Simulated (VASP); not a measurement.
# Si2B2C (P4/mmm) in VASP: a series of runs

Si2B2C is run at these levels: PBE; tasks: relaxation of cell and atoms, single point.

Program: VASP 6.6.1. These are calculated values, not measurements. Logs are shortened: lines on timing, memory, paths and dates and some standing lists are left out, and cuts for length are marked.

### Step 1. The cell of the first run

Symmetry: P4/mmm, No. 123, tetragonal system. Conventional cell: a = 4.430 Å, b = 4.430 Å, c = 2.971 Å, α = 90.00°, β = 90.00°, γ = 90.00°. Within 2.9 Å of Si (site symmetry mmm) lie 6 B at 2.21 to 2.67 Å and 2 C at 2.21 Å. Within 2.0 Å of B (site symmetry 4/mmm) lie 2 C at 1.49 Å. Within 2.9 Å of B (site symmetry 4/mmm) lie 4 Si at 2.21 Å. Within 2.0 Å of C (site symmetry 4/mmm) lie 2 B at 1.49 Å.

### Step 2. Relaxation of cell and atoms, PBE

File INCAR:

```
SYSTEM = Si2B2C
  PREC = Accurate
  ENCUT = 600
  EDIFF = 1E-6
  ISMEAR = 0
  SIGMA = 0.1
  LREAL = .FALSE.
  LASPH = .TRUE.
  NELM = 80
  ALGO = Normal
  ISIF = 3
  LWAVE = .FALSE.
  LCHARG = .FALSE.
  GGA = PE
  IBRION = 2
  NSW = 90
  EDIFFG = -0.04
```

File KPOINTS:

```
Automatic mesh
0
G
  4 4 6
  0 0 0
```

File POSCAR:

```
Si2B2C
1.0
    4.4296768200      0.0000000000      0.0000000000
    0.0000000000      4.4296768200      0.0000000000
    0.0000000000      0.0000000000      2.9708390400
Si B C
2 2 1
Direct
    0.5000000000      0.0000000000      0.5000000000
    0.0000000000      0.5000000000      0.5000000000
    0.0000000000      0.0000000000      0.0000000000
    0.5000000000      0.5000000000      0.5000000000
    0.0000000000      0.0000000000      0.5000000000
```

Potentials or basis: VASP PAW PBE potentials, release 64 (Si, B, C).

On the command line:

```sh
cat potpaw_PBE.64/Si/POTCAR potpaw_PBE.64/B/POTCAR potpaw_PBE.64/C/POTCAR > POTCAR
mpirun -np 1 vasp_std > vasp.out
```

OUTCAR:

```text
SYSTEM = Si2B2C
   PREC = Accurate
   ENCUT = 600
   EDIFF = 1E-6
   ISMEAR = 0
   LREAL = .FALSE.
   LASPH = .TRUE.
   NELM = 80
   ISIF = 3
   GGA = PE
   IBRION = 2
   NSW = 90
   EDIFFG = -0.04

 ion  position               nearest neighbor table
   1  0.500  0.000  0.500-   4 2.21   5 2.21   4 2.21   5 2.21   2 3.13   2 3.13   2 3.13   2 3.13

   2  0.000  0.500  0.500-   4 2.21   5 2.21   5 2.21   4 2.21   1 3.13   1 3.13   1 3.13   1 3.13

   3  0.000  0.000  0.000-   5 1.49   5 1.49
   4  0.500  0.500  0.500-   1 2.21   2 2.21   1 2.21   2 2.21
   5  0.000  0.000  0.500-   3 1.49   3 1.49   1 2.21   2 2.21   2 2.21   1 2.21

  LATTYP: Found a simple tetragonal cell.
 ALAT       =     4.4296768200
 C/A-ratio  =     0.6706672204

  Lattice vectors:

 A1 = (   4.4296768200,   0.0000000000,   0.0000000000)
 A2 = (   0.0000000000,   4.4296768200,   0.0000000000)
 A3 = (   0.0000000000,   0.0000000000,   2.9708390400)

Analysis of symmetry for initial positions (statically):
=====================================================================
 Subroutine PRICEL returns:
 Original cell was already a primitive cell.

 Routine SETGRP: Setting up the symmetry group for a
 simple tetragonal supercell.

 Subroutine GETGRP returns: Found 16 space group operations
 (whereof 16 operations were pure point group operations)
 out of a pool of 16 trial point group operations.

The static configuration has the point symmetry D_4h.

Analysis of symmetry for dynamics (positions and initial velocities):
=====================================================================
 Subroutine PRICEL returns:
 Original cell was already a primitive cell.

 Routine SETGRP: Setting up the symmetry group for a
 simple tetragonal supercell.

 Subroutine GETGRP returns: Found 16 space group operations
 (whereof 16 operations were pure point group operations)
 out of a pool of 16 trial point group operations.

The dynamic configuration has the point symmetry D_4h.

 Subroutine INISYM returns: Found 16 space group operations
 (whereof 16 operations are pure point group operations),
 and found     1 'primitive' translations

----------------------------------------------------------------------------------------

                                     Primitive cell

  volume of cell :      58.2939

  direct lattice vectors                    reciprocal lattice vectors
     4.429676820  0.000000000  0.000000000     0.225750103  0.000000000  0.000000000
     0.000000000  4.429676820  0.000000000     0.000000000  0.225750103  0.000000000
     0.000000000  0.000000000  2.970839040     0.000000000  0.000000000  0.336605244

  length of vectors
     4.429676820  4.429676820  2.970839040     0.225750103  0.225750103  0.336605244

  position of ions in fractional coordinates (direct lattice)
     0.500000000  0.000000000  0.500000000
     0.000000000  0.500000000  0.500000000
     0.000000000  0.000000000  0.000000000
     0.500000000  0.500000000  0.500000000
     0.000000000  0.000000000  0.500000000

  ion indices of the primitive-cell ions
   primitive index   ion index
                 1           1
                 2           2
                 3           3
                 4           4
                 5           5

----------------------------------------------------------------------------------------

 KPOINTS: Automatic mesh

Automatic generation of k-mesh.
 Grid dimensions read from file:
 generate k-points for:    4    4    6

 Generating k-lattice:

  Cartesian coordinates                     Fractional coordinates (reciprocal lattice)
     0.056437526  0.000000000  0.000000000     0.250000000  0.000000000  0.000000000
     0.000000000  0.056437526  0.000000000     0.000000000  0.250000000  0.000000000
     0.000000000  0.000000000  0.056100874     0.000000000  0.000000000  0.166666667

  Length of vectors
     0.056437526  0.056437526  0.056100874

  Shift w.r.t. Gamma in fractional coordinates (k-lattice)
     0.000000000  0.000000000  0.000000000

 Subroutine IBZKPT returns following result:
 ===========================================

 Found     24 irreducible k-points:

 Following reciprocal coordinates:
            Coordinates               Weight
  0.000000  0.000000  0.000000      1.000000
  0.250000  0.000000  0.000000      4.000000
  0.500000  0.000000  0.000000      2.000000
  0.250000  0.250000  0.000000      4.000000
  0.500000  0.250000  0.000000      4.000000
  0.500000  0.500000  0.000000      1.000000
[... 16 lines left out ...]
  0.500000  0.250000  0.500000      4.000000
  0.500000  0.500000  0.500000      1.000000
   k-points           NKPTS =     24   k-points in BZ     NKDIM =     24   number of bands    NBANDS=     13
   number of dos      NEDOS =    301   number of ions     NIONS =      5
   total plane-waves  NPLWV =  31104
   dimension x,y,z NGX =    36 NGY =   36 NGZ =   24
   dimension x,y,z NGXF=    72 NGYF=   72 NGZF=   48
   ions per type =               2   2   1
   NGX,Y,Z   is equivalent  to a cutoff of  13.51, 13.51, 13.43 a.u.
   NGXF,Y,Z  is equivalent  to a cutoff of  27.02, 27.02, 26.86 a.u.
 SYSTEM =  Si2B2C
   PREC   = accura    normal or accurate (medium, high low for compatibility)
   ISTART =      0    job   : 0-new  1-cont  2-samecut
   ICHARG =      2    charge: 1-file 2-atom 10-const
   ISPIN  =      1    spin polarized calculation?
   LNONCOLLINEAR =      F non collinear calculations
   LSORBIT =      F    spin-orbit coupling
   LASPH  =      T    aspherical Exc in radial PAW
   ENCUT  =  600.0 eV  44.10 Ry    6.64 a.u.   8.85  8.85  5.93*2*pi/ulx,y,z
   NELM   =     80;   NELMIN=  2; NELMDL= -5     # of ELM steps
   EDIFF  = 0.1E-05   stopping-criterion for ELM
   LREAL  =      F    real-space projection
   EDIFFG = -.4E-01   stopping-criterion for IOM
   NSW    =     90    number of steps for IOM
   IBRION =      2    ionic relax: 0-MD 1-quasi-New 2-CG
   NFREE  =      1    steps in history (QN), initial steepest desc. (CG)
   ISIF   =      3    stress and relaxation
   ISYM   =      2    0-nonsym 1-usesym 2-fastsym
   POTIM  = 0.5000    time-step for ionic-motion
   TEBEG  =    0.0;   TEEND  =   0.0 temperature during run
   PSTRESS=    0.0 pullay stress
   NELECT =      18.0000    total number of electrons
   NUPDOWN=      -1.0000    fix difference up-down
   EMIN   =  10.00;   EMAX   =-10.00  energy-range for DOS
   EFERMI =   0.00;   METHOD = LEGACY
   ISMEAR =     0;   SIGMA  =   0.10  broadening in eV -4-tet -1-fermi 0-gaus
   EFERMI_NEDOS =   21; number of points for ismear=-14 and -15
   IALGO  =     38    algorithm
   IMIX   =      4    mixing-type and parameters
     AMIX     =   0.40;   BMIX     =  1.00
     AMIX_MAG =   1.60;   BMIX_MAG =  1.00
  volume/ion in A,a.u.               =      11.66        78.68
  Fermi-wavevector in a.u.,A,eV,Ry     =   1.106517  2.091013 16.658687  1.224379
  Thomas-Fermi vector in A             =   2.243019
   LORBIT       =      0    0 simple, 1 ext, 2 COOP (PROOUT), +10 PAW based schemes
   GGA     = PE    functional components
   LHFCALC =     F    Hartree Fock is set to
   AEXX    =    0.0000 exact exchange contribution
   IVDW    =     0    specifies the selected vdW correction
   LEPSILON=     F    determine dielectric tensor
   LRPA    =     F    only Hartree local field effects (RPA)
 conjugate gradient relaxation of ions
 non-spin polarized calculation
 Gauss-broadening in eV      SIGMA  =   0.10
  energy-cutoff  :      600.00
  volume of cell :       58.29
 maximum number of plane-waves:      1992
 NGX is ok and might be reduce to    36
   NGX = 17   NGY = 17   NGZ = 11

--------------------------------------- Ionic step        1  -------------------------------------------

 number of electron      18.0000001 magnetization

 Free energy of the ion-electron system (eV)
  ---------------------------------------------------
  ext. energy  EPLUGINS =         0.00000000
  ---------------------------------------------------
  free energy    TOTEN  =       -29.06853145 eV

  energy without entropy =      -29.06077082  energy(sigma->0) =      -29.06465113

------------------------ aborting loop because EDIFF is reached ----------------------------------------

  FORCE on cell =-STRESS in cart. coord.  units (eV):
  Direction    XX          YY          ZZ          XY          YZ          ZX
  --------------------------------------------------------------------------------------
  -------------------------------------------------------------------------------------
  Total       -3.5893900     -3.5893900     -5.4784629      0.0000000      0.0000000      0.0000000
  in kB      -98.6524832    -98.6524832   -150.5726524      0.0000000      0.0000000      0.0000000
  external PRESSURE =    -115.9592063 kB  Pullay stress =       0.0000000 kB
[... 141 lines left out ...]
  energy  without entropy=      -29.2521416882  energy(sigma->0) =      -29.25664733

--------------------------------------- Ionic step        5  -------------------------------------------

 number of electron      17.9999999 magnetization

 Free energy of the ion-electron system (eV)
  ---------------------------------------------------
  ext. energy  EPLUGINS =         0.00000000
  ---------------------------------------------------
  free energy    TOTEN  =       -29.26220440 eV

  energy without entropy =      -29.25245985  energy(sigma->0) =      -29.25733213

 E-fermi :   8.2211     XC(G=0): -11.1893

 val. band max:        8.1929129538   @ k =   0.0000   0.0000   0.0000
 cond. band min:       8.2624662420   @ k =   0.0000   0.0000   0.3333
 fundamental gap:      0.0695532882
 Fermi energy:         8.2211225150

 k-point     1 :       0.0000    0.0000    0.0000
  band No.  band energies     occupation
      1      -8.6775      2.00000
      2      -1.2919      2.00000
      3      -0.5303      2.00000
      4      -0.5303      2.00000
      5       0.3549      2.00000
      6       1.6160      2.00000
      7       5.4296      2.00000
      8       5.4296      2.00000
      9       8.1929      1.31007
     10      10.9473      0.00000
     11      11.4010      0.00000
     12      11.8057      0.00000
     13      14.8695      0.00000
[... 398 lines left out ...]
  FREE ENERGIE OF THE ION-ELECTRON SYSTEM (eV)
  ---------------------------------------------------
  free  energy   TOTEN  =       -29.2622044011 eV

  energy  without entropy=      -29.2524598519  energy(sigma->0) =      -29.25733213

 reached required accuracy - stopping structural energy minimisation
```

Run time: 33 s. Hardware: 1 thread of AMD EPYC 9R45 (Zen 5), shared host; peak memory 0.15 GiB.

Results:

- Free energy: -29.2622 eV
- Relaxed volume: 10.64 Å³/atom
- Relaxed cell: a = 4.285 Å, b = 4.285 Å, c = 2.896 Å, α = 90.00°, β = 90.00°, γ = 90.00°
- Space group after relaxing (to 0.05 Å): P4/mmm (No. 123)
- Energy gained by relaxing: 38.7 meV/atom
- Ionic steps: 5
- Pressure after relaxing: -0.1 GPa
- Band gap on the k mesh: zero (band 9 reaches 11.19 eV, above the bottom of band 10 at 6.53 eV)

Stress tensor (GPa, compression positive):
```
-0.18  0.00  0.00
 0.00 -0.18  0.00
 0.00  0.00  0.10
```

Step by step:
```csv
step,energy change (eV),largest force (eV/Å),pressure (GPa),volume (Å³)
1,0.0000,0.0000,-11.60,58.29
2,-0.1181,0.0000,7.27,51.45
3,-0.1792,0.0000,-0.58,53.84
4,-0.1926,0.0000,-0.19,53.34
5,-0.1937,0.0000,-0.09,53.19
```

Final structure:
```cif
data_structure
_symmetry_space_group_name_H-M 'P 1'
_symmetry_Int_Tables_number 1
_cell_length_a 4.2851
_cell_length_b 4.2851
_cell_length_c 2.8965
_cell_angle_alpha 90.000
_cell_angle_beta 90.000
_cell_angle_gamma 90.000
_cell_volume 53.19
loop_
_atom_site_label
_atom_site_type_symbol
_atom_site_fract_x
_atom_site_fract_y
_atom_site_fract_z
_atom_site_occupancy
Si1 Si 0.50000 0.00000 0.50000 1
Si2 Si 0.00000 0.50000 0.50000 1
B1 B 0.00000 0.00000 0.00000 1
B2 B 0.50000 0.50000 0.50000 1
C1 C 0.00000 0.00000 0.50000 1
```

### Step 3. Single point, PBE

This run uses another cell than the first one, of 10.67 Å³/atom, 0.915 times its volume.

File INCAR:

```
SYSTEM = Si2B2C
  ALGO = Normal
  EDIFF = 1E-6
  ENCUT = 520
  GGA = PE
  ISIF = 2
  ISMEAR = 0
  LASPH = .TRUE.
  LCHARG = .FALSE.
  LREAL = .FALSE.
  LWAVE = .FALSE.
  NBANDS = 17
  NELM = 80
  PREC = Accurate
  SIGMA = 0.1
```

File KPOINTS:

```
k-points
0
G
  10 10 14
  0 0 0
```

Edit POSCAR of step 2 so:

```diff
@@ -2,5 +2,5 @@
 1.0
-    4.4296768200      0.0000000000      0.0000000000
-    0.0000000000      4.4296768200      0.0000000000
-    0.0000000000      0.0000000000      2.9708390400
+    4.3179049940      0.0000000000      0.0000000000
+    0.0000000000      4.3179049940      0.0000000000
+    0.0000000000      0.0000000000      2.8609030644
 Si B C
```

Potentials or basis: VASP PAW PBE potentials, release 64 (Si, B, C).

On the command line:

```sh
cat potpaw_PBE.64/Si/POTCAR potpaw_PBE.64/B/POTCAR potpaw_PBE.64/C/POTCAR > POTCAR
mpirun -np 1 vasp_std > vasp.out
```

It took 53 s on 1 thread of AMD EPYC 9R45 (Zen 5), shared host; peak memory 0.23 GiB.

Results (log left out):

- Free energy: -29.3815 eV
- Pressure: 0.0 GPa
- Band gap on the k mesh: zero (band 9 reaches 10.98 eV, above the bottom of band 10 at 6.44 eV)

Stress tensor (GPa, compression positive):
```
 0.04  0.00  0.00
 0.00  0.04  0.00
 0.00  0.00 -0.09
```

Levels at points of the mesh, in eV from the Fermi level:
```csv
k point,band 7,band 8,band 9,band 10,band 11,band 12
"(0.00, 0.00, 0.00)",-2.83,-2.83,-0.22,3.01,3.59,3.68
"(0.50, 0.00, 0.00)",-4.71,-0.73,1.04,3.07,3.79,5.47
"(0.50, 0.50, 0.00)",-2.18,2.53,2.85,3.09,3.09,3.84
"(0.00, 0.00, 0.50)",-3.17,-1.70,-1.69,-1.69,-1.21,-1.21
"(0.50, 0.00, 0.50)",-3.39,-3.09,-2.02,-1.37,-0.02,2.43
"(0.50, 0.50, 0.50)",-5.08,-2.71,-0.18,-0.18,3.40,4.68
```
